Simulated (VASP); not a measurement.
# BiTe (Fm-3m) in VASP: notebook

Runs on BiTe. Level: r2SCAN. Tasks: single point.

Program: VASP 6.6.1. These are calculated values, not measurements. Logs are shortened: lines on timing, memory, paths and dates and some standing lists are left out, and cuts for length are marked.

## Step 1: The cell of the first run

The structure is cubic, space group Fm-3m (No. 225). The conventional cell has a = 6.335 Å, b = 6.335 Å, c = 6.335 Å, α = 90.00°, β = 90.00°, γ = 90.00°. Bi (site symmetry m-3m) has 6 Te at 3.17 Å within 4.2 Å. Te (site symmetry m-3m) has 6 Bi at 3.17 Å within 4.2 Å.

## Step 2: Single point, r2SCAN (volume scaled by 0.94)

Contents of POSCAR:

```
BiTe
1.0
    0.0000000000      3.1672703415      3.1672703415
    3.1672703415      0.0000000000      3.1672703415
    3.1672703415      3.1672703415      0.0000000000
Bi Te
1 1
Direct
    0.0000000000      0.0000000000      0.0000000000
    0.5000000000      0.5000000000      0.5000000000
```

Contents of INCAR.step1:

```
SYSTEM = BiTe
ALGO = Normal
EDIFF = 1E-4
ENCUT = 520
GGA = PE
ISMEAR = 0
LASPH = .TRUE.
LCHARG = .FALSE.
LREAL = .FALSE.
LWAVE = .TRUE.
NBANDS = 18
NELM = 100
PREC = Accurate
SIGMA = 0.1
```

Contents of INCAR.step2:

```
SYSTEM = BiTe
ALGO = Normal
EDIFF = 1E-7
ENCUT = 520
ISIF = 2
ISMEAR = 0
ISTART = 1
LASPH = .TRUE.
LCHARG = .FALSE.
LMIXTAU = .TRUE.
LREAL = .FALSE.
LWAVE = .FALSE.
METAGGA = R2SCAN
NBANDS = 18
NELM = 100
PREC = Accurate
SIGMA = 0.1
```

Contents of KPOINTS:

```
k-points
0
G
  12 12 12
  0 0 0
```

Potentials or basis: VASP PAW PBE potentials, release 64 (Bi_d, Te).

On the command line:

```sh
$ cat potpaw_PBE.64/Bi_d/POTCAR potpaw_PBE.64/Te/POTCAR > POTCAR
$ cp INCAR.step1 INCAR
$ mpirun -np 1 vasp_std > vasp.out
$ cp INCAR.step2 INCAR
$ mpirun -np 1 vasp_std > vasp.out
```

OUTCAR:

```text
SYSTEM = BiTe
   EDIFF = 1E-7
   ENCUT = 520
   ISIF = 2
   ISMEAR = 0
   ISTART = 1
   LASPH = .TRUE.
   LREAL = .FALSE.
   METAGGA = R2SCAN
   NELM = 100
   PREC = Accurate

 ion  position               nearest neighbor table
   1  0.000  0.000  0.000-   2 3.17   2 3.17   2 3.17   2 3.17   2 3.17   2 3.17
   2  0.500  0.500  0.500-   1 3.17   1 3.17   1 3.17   1 3.17   1 3.17   1 3.17

  LATTYP: Found a face centered cubic cell.
 ALAT       =     6.3345406830

  Lattice vectors:

 A1 = (   0.0000000000,   3.1672703415,   3.1672703415)
 A2 = (   3.1672703415,   0.0000000000,   3.1672703415)
 A3 = (   3.1672703415,   3.1672703415,   0.0000000000)

Analysis of symmetry for initial positions (statically):
=====================================================================
 Subroutine PRICEL returns:
 Original cell was already a primitive cell.

 Routine SETGRP: Setting up the symmetry group for a
 face centered cubic supercell.

 Subroutine GETGRP returns: Found 48 space group operations
 (whereof 48 operations were pure point group operations)
 out of a pool of 48 trial point group operations.

The static configuration has the point symmetry O_h .

Analysis of symmetry for dynamics (positions and initial velocities):
=====================================================================
 Subroutine PRICEL returns:
 Original cell was already a primitive cell.

 Routine SETGRP: Setting up the symmetry group for a
 face centered cubic supercell.

 Subroutine GETGRP returns: Found 48 space group operations
 (whereof 48 operations were pure point group operations)
 out of a pool of 48 trial point group operations.

The dynamic configuration has the point symmetry O_h .

 Subroutine INISYM returns: Found 48 space group operations
 (whereof 48 operations are pure point group operations),
 and found     1 'primitive' translations

----------------------------------------------------------------------------------------

                                     Primitive cell

  volume of cell :      63.5456

  direct lattice vectors                    reciprocal lattice vectors
     0.000000000  3.167270342  3.167270342    -0.157864642  0.157864642  0.157864642
     3.167270342  0.000000000  3.167270342     0.157864642 -0.157864642  0.157864642
     3.167270342  3.167270342  0.000000000     0.157864642  0.157864642 -0.157864642

  length of vectors
     4.479196673  4.479196673  4.479196673     0.273429581  0.273429581  0.273429581

  position of ions in fractional coordinates (direct lattice)
     0.000000000  0.000000000  0.000000000
     0.500000000  0.500000000  0.500000000

[... 72 lines left out ...]
   LSORBIT =      F    spin-orbit coupling
   LASPH  =      T    aspherical Exc in radial PAW
   ENCUT  =  520.0 eV  38.22 Ry    6.18 a.u.   8.33  8.33  8.33*2*pi/ulx,y,z
   NELM   =    100;   NELMIN=  2; NELMDL=  0     # of ELM steps
   EDIFF  = 0.1E-06   stopping-criterion for ELM
   LREAL  =      F    real-space projection
   EDIFFG = 0.1E-05   stopping-criterion for IOM
   NSW    =      0    number of steps for IOM
   IBRION =     -1    ionic relax: 0-MD 1-quasi-New 2-CG
   NFREE  =      0    steps in history (QN), initial steepest desc. (CG)
   ISIF   =      2    stress and relaxation
   ISYM   =      2    0-nonsym 1-usesym 2-fastsym
   POTIM  = 0.5000    time-step for ionic-motion
   TEBEG  =    0.0;   TEEND  =   0.0 temperature during run
   PSTRESS=    0.0 pullay stress
   NELECT =      21.0000    total number of electrons
   NUPDOWN=      -1.0000    fix difference up-down
   EMIN   =  10.00;   EMAX   =-10.00  energy-range for DOS
   EFERMI =   0.00;   METHOD = LEGACY
   ISMEAR =     0;   SIGMA  =   0.10  broadening in eV -4-tet -1-fermi 0-gaus
   EFERMI_NEDOS =   21; number of points for ismear=-14 and -15
   IALGO  =     38    algorithm
   IMIX   =      4    mixing-type and parameters
     AMIX     =   0.40;   BMIX     =  1.00
     AMIX_MAG =   1.60;   BMIX_MAG =  1.00
  volume/ion in A,a.u.               =      31.77       214.41
  Fermi-wavevector in a.u.,A,eV,Ry     =   1.131843  2.138873 17.429991  1.281068
  Thomas-Fermi vector in A             =   2.268543
   LORBIT       =      0    0 simple, 1 ext, 2 COOP (PROOUT), +10 PAW based schemes
   METAGGA = R2SCAN    functional components
   LHFCALC =     F    Hartree Fock is set to
   AEXX    =    0.0000 exact exchange contribution
   IVDW    =     0    specifies the selected vdW correction
   LEPSILON=     F    determine dielectric tensor
   LRPA    =     F    only Hartree local field effects (RPA)
 non-spin polarized calculation
 Gauss-broadening in eV      SIGMA  =   0.10
  energy-cutoff  :      520.00
  volume of cell :       63.55
 maximum number of plane-waves:      1735
 NGX is ok and might be reduce to    36
   NGX = 17   NGY = 17   NGZ = 17

 number of electron      21.0000001 magnetization

 Free energy of the ion-electron system (eV)
  ---------------------------------------------------
  ext. energy  EPLUGINS =         0.00000000
  ---------------------------------------------------
  free energy    TOTEN  =       -83.98692440 eV

  energy without entropy =      -83.98210418  energy(sigma->0) =      -83.98451429

 E-fermi :   7.4142     XC(G=0): -10.3103

 val. band max:        7.4060587574   @ k =   0.3333   0.0000   0.0000
 cond. band min:       7.4640033473   @ k =  -0.1667   0.2500   0.0833
 fundamental gap:      0.0579445899
 Fermi energy:         7.4141547842

 k-point     1 :       0.0000    0.0000    0.0000
  band No.  band energies     occupation
      1     -16.5399      2.00000
      2     -16.5399      2.00000
      3     -16.5297      2.00000
      4     -16.5297      2.00000
      5     -16.5297      2.00000
      6      -7.2385      2.00000
[... 481 lines left out ...]
      5     -16.5199      2.00000
      6      -4.9354      2.00000
[... 10 lines left out ...]
     17      17.6967      0.00000
     18      18.9280      0.00000

 [... further k-points ...]
[... 5 lines left out ...]
  --------------------------------------------------------------------------------------
  -------------------------------------------------------------------------------------
  Total        1.4536206      1.4536206      1.4536206     -0.0000000     -0.0000000      0.0000000
  in kB       36.6501928     36.6501928     36.6501928     -0.0000000     -0.0000000      0.0000000
  external PRESSURE =      36.6501928 kB  Pullay stress =       0.0000000 kB

 VOLUME and BASIS-vectors are now :
 -----------------------------------------------------------------------------
  energy-cutoff  :      520.00
  volume of cell :       63.55
      direct lattice vectors                 reciprocal lattice vectors
     0.000000000  3.167270342  3.167270342    -0.157864642  0.157864642  0.157864642
     3.167270342  0.000000000  3.167270342     0.157864642 -0.157864642  0.157864642
     3.167270342  3.167270342  0.000000000     0.157864642  0.157864642 -0.157864642

 POSITION                                       TOTAL-FORCE (eV/Angst)
 -----------------------------------------------------------------------------------
      0.00000      0.00000      0.00000         0.000000     -0.000000      0.000000
      3.16727      3.16727      3.16727         0.000000      0.000000     -0.000000
 -----------------------------------------------------------------------------------
    total drift:                               -0.000000      0.000000      0.000000

  FREE ENERGIE OF THE ION-ELECTRON SYSTEM (eV)
  ---------------------------------------------------
  free  energy   TOTEN  =       -83.9869243952 eV

  energy  without entropy=      -83.9821041801  energy(sigma->0) =      -83.98451429
```

OSZICAR.step1:

```text
N       E                     dE             d eps       ncg     rms          rms(c)
DAV:   1     0.158516622349E+03    0.15852E+03   -0.99259E+03  2600   0.114E+03
DAV:   2     0.484890381369E+01   -0.15367E+03   -0.14940E+03  2778   0.305E+02
DAV:   3    -0.678889927518E+01   -0.11638E+02   -0.11529E+02  3154   0.897E+01
DAV:   4    -0.711515034641E+01   -0.32625E+00   -0.32589E+00  3202   0.157E+01
DAV:   5    -0.712872116570E+01   -0.13571E-01   -0.13570E-01  3506   0.308E+00    0.719E+00
DAV:   6    -0.711063185759E+01    0.18089E-01   -0.61555E-02  3706   0.161E+00    0.445E+00
DAV:   7    -0.711419946771E+01   -0.35676E-02   -0.25164E-02  2994   0.864E-01    0.326E-01
DAV:   8    -0.711365462664E+01    0.54484E-03   -0.46689E-03  3306   0.470E-01    0.137E-01
DAV:   9    -0.711377128177E+01   -0.11666E-03   -0.41170E-04  2930   0.116E-01    0.687E-02
DAV:  10    -0.711377105200E+01    0.22977E-06   -0.67930E-06  1516   0.189E-02
   1 F= -.71137711E+01 E0= -.71111763E+01  d E =-.518954E-02
```

It took 3 min on 1 thread of Intel Xeon Platinum 8488C (Sapphire Rapids), shared host; peak memory 0.26 GiB.

What came out:

* Free energy: -83.9869 eV
* Pressure: 3.7 GPa

Caveat: the PAW data sets were made with another functional, which shifts forces and pressure a little; spin-orbit coupling is left out, which moves the levels of the heavy elements.

## Step 3: Single point, r2SCAN (volume scaled by 0.97)

Contents of POSCAR:

```
BiTe
1.0
    0.0000000000      3.2006124795      3.2006124795
    3.2006124795      0.0000000000      3.2006124795
    3.2006124795      3.2006124795      0.0000000000
Bi Te
1 1
Direct
    0.0000000000      0.0000000000      0.0000000000
    0.5000000000      0.5000000000      0.5000000000
```

Contents of INCAR.step1:

```
ALGO = Normal
EDIFF = 1E-4
ENCUT = 520
GGA = PE
ISMEAR = 0
LASPH = T
LCHARG = F
LREAL = F
LWAVE = T
NBANDS = 18
NELM = 100
PREC = Accurate
SIGMA = 0.1
```

Contents of INCAR.step2:

```
ALGO = Normal
EDIFF = 1E-6
ENCUT = 520
ISIF = 2
ISMEAR = 0
ISTART = 1
LASPH = T
LCHARG = T
LELF = T
LMIXTAU = T
LREAL = F
LVHAR = T
LWAVE = F
METAGGA = R2SCAN
NBANDS = 18
NELM = 100
PREC = Accurate
SIGMA = 0.1
```

Contents of KPOINTS:

```
k-points
0
Gamma
  12 12 12
```

Potentials or basis: VASP PAW PBE potentials, release 64 (Bi_d, Te).

On the command line:

```sh
$ cat potpaw_PBE.64/Bi_d/POTCAR potpaw_PBE.64/Te/POTCAR > POTCAR
$ cp INCAR.step1 INCAR
$ mpirun -np 1 vasp_std > vasp.out
$ cp INCAR.step2 INCAR
$ mpirun -np 1 vasp_std > vasp.out
```

OUTCAR:

```text
EDIFF = 1E-6
   ENCUT = 520
   ISIF = 2
   ISMEAR = 0
   ISTART = 1
   LASPH = T
   LREAL = F
   METAGGA = R2SCAN
   NELM = 100
   PREC = Accurate

 ion  position               nearest neighbor table
   1  0.000  0.000  0.000-   2 3.20   2 3.20   2 3.20   2 3.20   2 3.20   2 3.20
   2  0.500  0.500  0.500-   1 3.20   1 3.20   1 3.20   1 3.20   1 3.20   1 3.20

  LATTYP: Found a face centered cubic cell.
 ALAT       =     6.4012249590

  Lattice vectors:

 A1 = (   0.0000000000,   3.2006124795,   3.2006124795)
 A2 = (   3.2006124795,   0.0000000000,   3.2006124795)
[... 191 lines left out ...]
      6      -7.3991      2.00000
[... 481 lines left out ...]
      5     -16.9078      2.00000
      6      -5.1961      2.00000
[... 10 lines left out ...]
     17      17.1770      0.00000
     18      18.4375      0.00000

 [... further k-points ...]
[... 5 lines left out ...]
  --------------------------------------------------------------------------------------
  -------------------------------------------------------------------------------------
  Total        0.6850223      0.6850223      0.6850223     -0.0000000     -0.0000000     -0.0000000
  in kB       16.7373245     16.7373245     16.7373245     -0.0000000     -0.0000000     -0.0000000
  external PRESSURE =      16.7373245 kB  Pullay stress =       0.0000000 kB

 VOLUME and BASIS-vectors are now :
 -----------------------------------------------------------------------------
  energy-cutoff  :      520.00
  volume of cell :       65.57
      direct lattice vectors                 reciprocal lattice vectors
     0.000000000  3.200612480  3.200612480    -0.156220099  0.156220099  0.156220099
     3.200612480  0.000000000  3.200612480     0.156220099 -0.156220099  0.156220099
     3.200612480  3.200612480  0.000000000     0.156220099  0.156220099 -0.156220099

 POSITION                                       TOTAL-FORCE (eV/Angst)
 -----------------------------------------------------------------------------------
      0.00000      0.00000      0.00000        -0.000000      0.000000     -0.000000
      3.20061      3.20061      3.20061         0.000000     -0.000000      0.000000
 -----------------------------------------------------------------------------------
    total drift:                               -0.000000      0.000000      0.000000

  FREE ENERGIE OF THE ION-ELECTRON SYSTEM (eV)
  ---------------------------------------------------
  free  energy   TOTEN  =       -84.0209071798 eV

  energy  without entropy=      -84.0158078403  energy(sigma->0) =      -84.01835751
```

OSZICAR.step1:

```text
N       E                     dE             d eps       ncg     rms          rms(c)
DAV:   1     0.155913407112E+03    0.15591E+03   -0.98956E+03  2592   0.114E+03
DAV:   2     0.441278663511E+01   -0.15150E+03   -0.14759E+03  2804   0.303E+02
DAV:   3    -0.684443133912E+01   -0.11257E+02   -0.11093E+02  3176   0.871E+01
DAV:   4    -0.716101640839E+01   -0.31659E+00   -0.31626E+00  3182   0.156E+01
DAV:   5    -0.717469524036E+01   -0.13679E-01   -0.13678E-01  3552   0.306E+00    0.679E+00
DAV:   6    -0.715297806546E+01    0.21717E-01   -0.75045E-02  3668   0.173E+00    0.419E+00
DAV:   7    -0.715692371603E+01   -0.39457E-02   -0.26034E-02  2912   0.861E-01    0.445E-01
DAV:   8    -0.715652615616E+01    0.39756E-03   -0.44945E-03  3248   0.457E-01    0.124E-01
DAV:   9    -0.715664621623E+01   -0.12006E-03   -0.39965E-04  2926   0.117E-01    0.501E-02
DAV:  10    -0.715664692057E+01   -0.70434E-06   -0.81154E-06  1508   0.199E-02
   1 F= -.71566469E+01 E0= -.71538223E+01  d E =-.564927E-02
```

It took 2.6 min on 1 thread of Intel Xeon Platinum 8488C (Sapphire Rapids), shared host; peak memory 0.28 GiB.

What came out:

| Property | Result |
| --- | --- |
| Free energy | -84.0209 eV |
| Pressure | 1.7 GPa |

Caveat: the PAW data sets were made with another functional, which shifts forces and pressure a little; spin-orbit coupling is left out, which moves the levels of the heavy elements.

## Step 4: Single point, r2SCAN (volume scaled by 1.03)

Contents of POSCAR:

```
BiTe
1.0
    0.0000000000      3.2652887428      3.2652887428
    3.2652887428      0.0000000000      3.2652887428
    3.2652887428      3.2652887428      0.0000000000
Bi Te
1 1
Direct
    0.0000000000      0.0000000000      0.0000000000
    0.5000000000      0.5000000000      0.5000000000
```

Contents of INCAR.step1:

```
SYSTEM = BiTe
PREC = Accurate
ENCUT = 520
ISMEAR = 0
SIGMA = 0.1
LREAL = .False.
LASPH = .True.
NELM = 80
NBANDS = 18
GGA = PE
ALGO = Normal
EDIFF = 1E-4
LWAVE = .True.
LCHARG = .False.
```

Contents of INCAR.step2:

```
SYSTEM = BiTe
PREC = Accurate
ENCUT = 520
EDIFF = 1E-7
ISMEAR = 0
SIGMA = 0.1
LREAL = .False.
LASPH = .True.
NELM = 80
ALGO = Normal
ISIF = 2
LWAVE = .False.
LCHARG = .True.
METAGGA = R2SCAN
LMIXTAU = .True.
LELF = .True.
LVHAR = .True.
NBANDS = 18
ISTART = 1
```

Contents of KPOINTS:

```
Automatic mesh
0
Gamma
  12 12 12
  0 0 0
```

On the command line:

```sh
$ cat potpaw_PBE.64/Bi_d/POTCAR potpaw_PBE.64/Te/POTCAR > POTCAR
$ cp INCAR.step1 INCAR
$ mpirun -np 1 vasp_std > vasp.out
$ cp INCAR.step2 INCAR
$ mpirun -np 1 vasp_std > vasp.out
```

Wall time 3.1 min (1 thread of Intel Xeon Platinum 8488C (Sapphire Rapids), shared host); peak memory 0.27 GiB.

It converged, with:

```yaml
Free_energy: -84.0230 eV
Pressure: -1.4 GPa
```

Levels at points of the mesh, in eV from the Fermi level:
```csv
k point,band 6,band 7,band 8,band 9,band 10,band 11,band 12,band 13,band 14,band 15
"(0.00, 0.00, 0.00)",-13.96,-8.42,-2.73,-2.73,-2.73,2.18,2.18,2.18,5.05,5.05
"(0.50, 0.00, 0.00)",-11.97,-11.63,-2.06,-2.06,-1.65,-0.69,-0.65,-0.65,7.76,8.10
"(0.50, 0.50, 0.00)",-12.18,-10.32,-5.77,-4.17,-4.17,2.61,3.63,3.63,5.03,8.91
```

Caveat: the PAW data sets were made with another functional, which shifts forces and pressure a little; spin-orbit coupling is left out, which moves the levels of the heavy elements.

(Part 1 of 2 ends here.)
